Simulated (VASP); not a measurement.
# Ti (Fm-3m) in VASP: notebook

Runs on Ti. Level: PBE. Tasks: single point.

Program: VASP 6.6.1. These are calculated values, not measurements. Logs are shortened: lines on timing, memory, paths and dates and some standing lists are left out, and cuts for length are marked.

**1. The cell of the first run**

It takes space group Fm-3m (No. 225, cubic). The conventional cell has a = 4.060 Å, b = 4.060 Å, c = 4.060 Å, α = 90.00°, β = 90.00°, γ = 90.00°. Ti (site symmetry m-3m) has 12 Ti at 2.87 Å within 3.8 Å.

**2. Single point, PBE**

File INCAR:

```
ALGO = Fast
EDIFF = 1E-6
ENCUT = 520
GGA = PE
ISIF = 2
ISMEAR = 0
LASPH = True
LCHARG = True
LELF = True
LREAL = False
LVHAR = True
LWAVE = False
NBANDS = 12
NELM = 80
PREC = Accurate
SIGMA = 0.05
```

File KPOINTS:

```
k-points
0
Gamma
  14 14 14
```

File POSCAR:

```
Ti
1.0
    0.0000000000      2.0300000000      2.0300000000
    2.0300000000      0.0000000000      2.0300000000
    2.0300000000      2.0300000000      0.0000000000
Ti
1
Direct
    0.0000000000      0.0000000000      0.0000000000
```

Potentials or basis: VASP PAW PBE potentials, release 64 (Ti_sv).

Started as:

```sh
> cat potpaw_PBE.64/Ti_sv/POTCAR > POTCAR
> mpirun -np 1 vasp_std > vasp.out
```

OUTCAR:

```text
EDIFF = 1E-6
   ENCUT = 520
   GGA = PE
   ISIF = 2
   ISMEAR = 0
   LASPH = True
   LREAL = False
   NELM = 80
   PREC = Accurate

 ion  position               nearest neighbor table
   1  0.000  0.000  0.000-

  LATTYP: Found a face centered cubic cell.
 ALAT       =     4.0600000000

  Lattice vectors:

 A1 = (   0.0000000000,   2.0300000000,   2.0300000000)
 A2 = (   2.0300000000,   0.0000000000,   2.0300000000)
 A3 = (   2.0300000000,   2.0300000000,   0.0000000000)

Analysis of symmetry for initial positions (statically):
=====================================================================
 Subroutine PRICEL returns:
 Original cell was already a primitive cell.

 Routine SETGRP: Setting up the symmetry group for a
 face centered cubic supercell.

 Subroutine GETGRP returns: Found 48 space group operations
 (whereof 48 operations were pure point group operations)
 out of a pool of 48 trial point group operations.

The static configuration has the point symmetry O_h .

Analysis of symmetry for dynamics (positions and initial velocities):
=====================================================================
 Subroutine PRICEL returns:
 Original cell was already a primitive cell.

 Routine SETGRP: Setting up the symmetry group for a
 face centered cubic supercell.

 Subroutine GETGRP returns: Found 48 space group operations
 (whereof 48 operations were pure point group operations)
 out of a pool of 48 trial point group operations.

The dynamic configuration has the point symmetry O_h .

 Subroutine INISYM returns: Found 48 space group operations
 (whereof 48 operations are pure point group operations),
 and found     1 'primitive' translations

----------------------------------------------------------------------------------------

                                     Primitive cell

  volume of cell :      16.7309

  direct lattice vectors                    reciprocal lattice vectors
     0.000000000  2.030000000  2.030000000    -0.246305419  0.246305419  0.246305419
     2.030000000  0.000000000  2.030000000     0.246305419 -0.246305419  0.246305419
     2.030000000  2.030000000  0.000000000     0.246305419  0.246305419 -0.246305419

  length of vectors
     2.870853532  2.870853532  2.870853532     0.426613499  0.426613499  0.426613499

  position of ions in fractional coordinates (direct lattice)
     0.000000000  0.000000000  0.000000000

  ion indices of the primitive-cell ions
   primitive index   ion index
                 1           1

----------------------------------------------------------------------------------------

 KPOINTS: k-points

Automatic generation of k-mesh.
 Grid dimensions read from file:
 generate k-points for:   14   14   14

 Generating k-lattice:

  Cartesian coordinates                     Fractional coordinates (reciprocal lattice)
    -0.017593244  0.017593244  0.017593244     0.071428571  0.000000000  0.000000000
     0.017593244 -0.017593244  0.017593244     0.000000000  0.071428571  0.000000000
     0.017593244  0.017593244 -0.017593244     0.000000000  0.000000000  0.071428571

  Length of vectors
     0.030472393  0.030472393  0.030472393

  Shift w.r.t. Gamma in fractional coordinates (k-lattice)
     0.000000000  0.000000000  0.000000000

 Subroutine IBZKPT returns following result:
 ===========================================

 Found    104 irreducible k-points:

 Following reciprocal coordinates:
            Coordinates               Weight
  0.000000  0.000000  0.000000      1.000000
  0.071429  0.000000  0.000000      8.000000
  0.142857  0.000000  0.000000      8.000000
  0.214286  0.000000  0.000000      8.000000
  0.285714  0.000000  0.000000      8.000000
  0.357143  0.000000  0.000000      8.000000
[... 16 lines left out ...]
  0.214286  0.142857  0.000000     24.000000
  0.285714  0.142857  0.000000     24.000000
 [... further k-points ...]
   k-points           NKPTS =    104   k-points in BZ     NKDIM =    104   number of bands    NBANDS=     12
   number of dos      NEDOS =    301   number of ions     NIONS =      1
   total plane-waves  NPLWV =  13824
   dimension x,y,z NGX =    24 NGY =   24 NGZ =   24
   dimension x,y,z NGXF=    48 NGYF=   48 NGZF=   48
   ions per type =               1
   NGX,Y,Z   is equivalent  to a cutoff of  13.90, 13.90, 13.90 a.u.
   NGXF,Y,Z  is equivalent  to a cutoff of  27.80, 27.80, 27.80 a.u.
 SYSTEM =  unknown system
   PREC   = accura    normal or accurate (medium, high low for compatibility)
   ISTART =      0    job   : 0-new  1-cont  2-samecut
   ICHARG =      2    charge: 1-file 2-atom 10-const
   ISPIN  =      1    spin polarized calculation?
   LNONCOLLINEAR =      F non collinear calculations
   LSORBIT =      F    spin-orbit coupling
   LASPH  =      T    aspherical Exc in radial PAW
   ENCUT  =  520.0 eV  38.22 Ry    6.18 a.u.   5.34  5.34  5.34*2*pi/ulx,y,z
   NELM   =     80;   NELMIN=  2; NELMDL= -5     # of ELM steps
   EDIFF  = 0.1E-05   stopping-criterion for ELM
   LREAL  =      F    real-space projection
   EDIFFG = 0.1E-04   stopping-criterion for IOM
   NSW    =      0    number of steps for IOM
   IBRION =     -1    ionic relax: 0-MD 1-quasi-New 2-CG
   NFREE  =      0    steps in history (QN), initial steepest desc. (CG)
   ISIF   =      2    stress and relaxation
   ISYM   =      2    0-nonsym 1-usesym 2-fastsym
   POTIM  = 0.5000    time-step for ionic-motion
   TEBEG  =    0.0;   TEEND  =   0.0 temperature during run
   PSTRESS=    0.0 pullay stress
   NELECT =      12.0000    total number of electrons
   NUPDOWN=      -1.0000    fix difference up-down
   EMIN   =  10.00;   EMAX   =-10.00  energy-range for DOS
   EFERMI =   0.00;   METHOD = LEGACY
   ISMEAR =     0;   SIGMA  =   0.05  broadening in eV -4-tet -1-fermi 0-gaus
   EFERMI_NEDOS =   21; number of points for ismear=-14 and -15
   IALGO  =     68    algorithm
   IMIX   =      4    mixing-type and parameters
     AMIX     =   0.40;   BMIX     =  1.00
     AMIX_MAG =   1.60;   BMIX_MAG =  1.00
  volume/ion in A,a.u.               =      16.73       112.91
  Fermi-wavevector in a.u.,A,eV,Ry     =   1.465421  2.769245 29.217967  2.147460
  Thomas-Fermi vector in A             =   2.581280
   LORBIT       =      0    0 simple, 1 ext, 2 COOP (PROOUT), +10 PAW based schemes
   GGA     = PE    functional components
   LHFCALC =     F    Hartree Fock is set to
   AEXX    =    0.0000 exact exchange contribution
   IVDW    =     0    specifies the selected vdW correction
   LEPSILON=     F    determine dielectric tensor
   LRPA    =     F    only Hartree local field effects (RPA)
 non-spin polarized calculation
 RMM-DIIS sequential band-by-band and
 Gauss-broadening in eV      SIGMA  =   0.05
  energy-cutoff  :      520.00
  volume of cell :       16.73
 maximum number of plane-waves:       464
 NGX is ok and might be reduce to    24
   NGX = 11   NGY = 11   NGZ = 11

 number of electron      12.0000002 magnetization

 Free energy of the ion-electron system (eV)
  ---------------------------------------------------
  ext. energy  EPLUGINS =         0.00000000
  ---------------------------------------------------
  free energy    TOTEN  =        -7.76973492 eV

  energy without entropy =       -7.76715252  energy(sigma->0) =       -7.76844372

 E-fermi :   8.6195     XC(G=0): -11.6760

 val. band max:        8.6182420493   @ k =   0.2857   0.0000   0.0000
 cond. band min:       8.6276329740   @ k =  -0.4286   0.2857   0.1429
 fundamental gap:      0.0093909247
 Fermi energy:         8.6194938058

 k-point     1 :       0.0000    0.0000    0.0000
  band No.  band energies     occupation
      1     -48.0247      2.00000
      2     -23.8385      2.00000
      3     -23.8385      2.00000
      4     -23.8385      2.00000
      5       2.4398      2.00000
      6       9.5206      0.00000
      7       9.5206      0.00000
      8       9.5206      0.00000
      9      11.2369      0.00000
     10      11.2369      0.00000
     11      24.0773      0.00000
     12      28.7397      0.00000

 k-point     2 :       0.0714    0.0000    0.0000
  band No.  band energies     occupation
      1     -48.0177      2.00000
      2     -23.8773      2.00000
      3     -23.8433      2.00000
      4     -23.8433      2.00000
      5       2.6108      2.00000
      6       9.4139      0.00000
      7       9.5826      0.00000
      8       9.5826      0.00000
      9      11.1966      0.00000
     10      11.1966      0.00000
     11      24.2252      0.00000
     12      27.4851      0.00000

 k-point     3 :       0.1429    0.0000    0.0000
  band No.  band energies     occupation
      1     -47.9982      2.00000
      2     -23.9851      2.00000
      3     -23.8567      2.00000
      4     -23.8567      2.00000
      5       3.1030      2.00000
      6       9.1415      0.00000
      7       9.7249      0.00000
      8       9.7249      0.00000
      9      11.1286      0.00000
     10      11.1287      0.00000
     11      24.3254      0.00000
     12      25.6371      0.00000
[... 286 lines left out ...]
 k-point    23 :       0.2143    0.1429    0.0000
  band No.  band energies     occupation
      1     -47.9683      2.00000
      2     -24.0804      2.00000
      3     -23.9134      2.00000
      4     -23.9075      2.00000
      5       3.8658      2.00000
      6       8.5994      1.43003
      7       9.9848      0.00000
      8      10.1174      0.00000
      9      10.5410      0.00000
     10      11.5409      0.00000
     11      24.5046      0.00000
     12      25.2989      0.00000

 k-point    24 :       0.2857    0.1429    0.0000
  band No.  band energies     occupation
      1     -47.9408      2.00000
      2     -24.2169      2.00000
      3     -23.9378      2.00000
      4     -23.9304      2.00000
      5       4.6216      2.00000
      6       8.3319      2.00000
      7       9.6685      0.00000
      8      10.1904      0.00000
      9      10.9817      0.00000
     10      11.7563      0.00000
     11      22.5875      0.00000
     12      25.0085      0.00000

 [... further k-points ...]
[... 5 lines left out ...]
  --------------------------------------------------------------------------------------
  -------------------------------------------------------------------------------------
  Total        0.4182552      0.4182552      0.4182552      0.0000000      0.0000000      0.0000000
  in kB       40.0528834     40.0528834     40.0528834      0.0000000      0.0000000      0.0000000
  external PRESSURE =      40.0528834 kB  Pullay stress =       0.0000000 kB

 VOLUME and BASIS-vectors are now :
 -----------------------------------------------------------------------------
  energy-cutoff  :      520.00
  volume of cell :       16.73
      direct lattice vectors                 reciprocal lattice vectors
     0.000000000  2.030000000  2.030000000    -0.246305419  0.246305419  0.246305419
     2.030000000  0.000000000  2.030000000     0.246305419 -0.246305419  0.246305419
     2.030000000  2.030000000  0.000000000     0.246305419  0.246305419 -0.246305419

 POSITION                                       TOTAL-FORCE (eV/Angst)
 -----------------------------------------------------------------------------------
      0.00000      0.00000      0.00000        -0.000000      0.000000      0.000000
 -----------------------------------------------------------------------------------
    total drift:                               -0.000000      0.000000      0.000000

  FREE ENERGIE OF THE ION-ELECTRON SYSTEM (eV)
  ---------------------------------------------------
  free  energy   TOTEN  =        -7.7697349162 eV

  energy  without entropy=       -7.7671525198  energy(sigma->0) =       -7.76844372
```

Run time: 13 s. Hardware: 1 thread of Intel Xeon 6975P-C (Granite Rapids), shared host; peak memory 0.15 GiB.

What came out:

| Property | Result |
| --- | --- |
| Free energy | -7.7697 eV |
| Pressure | 4.0 GPa |
| Band gap on the k mesh | zero (band 6 reaches 9.52 eV, above the bottom of band 7 at 8.20 eV) |

**3. Single point, PBE**

This run uses another cell than the first one, of 17.73 Å³/atom, 1.060 times its volume.

File INCAR:

```
SYSTEM = Ti
PREC = Accurate
ENCUT = 520
EDIFF = 1E-6
ISMEAR = 0
SIGMA = 0.05
LREAL = .False.
LASPH = .True.
NELM = 60
ALGO = Normal
ISIF = 2
LWAVE = .False.
LCHARG = .False.
GGA = PE
NBANDS = 12
```

File KPOINTS:

```
regular mesh
0
Gamma
  14 14 14
  0 0 0
```

File POSCAR:

```
Ti
1.0
    0.0000000000      2.0698140295      2.0698140295
    2.0698140295      0.0000000000      2.0698140295
    2.0698140295      2.0698140295      0.0000000000
Ti
1
Direct
    0.0000000000      0.0000000000      0.0000000000
```

Potentials or basis: VASP PAW PBE potentials, release 64 (Ti_sv).

Started as:

```sh
> cat potpaw_PBE.64/Ti_sv/POTCAR > POTCAR
> mpirun -np 1 vasp_std > vasp.out
```

It took 7 s on 1 thread of Intel Xeon 6975P-C (Granite Rapids), shared host; peak memory 0.15 GiB.

Results (log left out):

```yaml
Free_energy: -7.7746 eV
Pressure: -2.3 GPa
Band_gap_on_the_k_mesh: zero (band 6 reaches 8.86 eV, above the bottom of band 7 at 7.62 eV)
```

Levels at points of the mesh, in eV from the Fermi level:
```
           k point  band 3  band 4  band 5  band 6  band 7  band 8  band 9  band 10
(0.00, 0.00, 0.00)  -32.63  -32.63   -6.05    0.86    0.86    0.86    2.44     2.44
(0.50, 0.00, 0.00)  -32.71  -32.71   -2.54    0.58    0.75    0.75    3.48     3.48
(0.50, 0.50, 0.00)  -32.85  -32.85   -2.50   -1.65    2.75    3.47    3.74     3.74
```
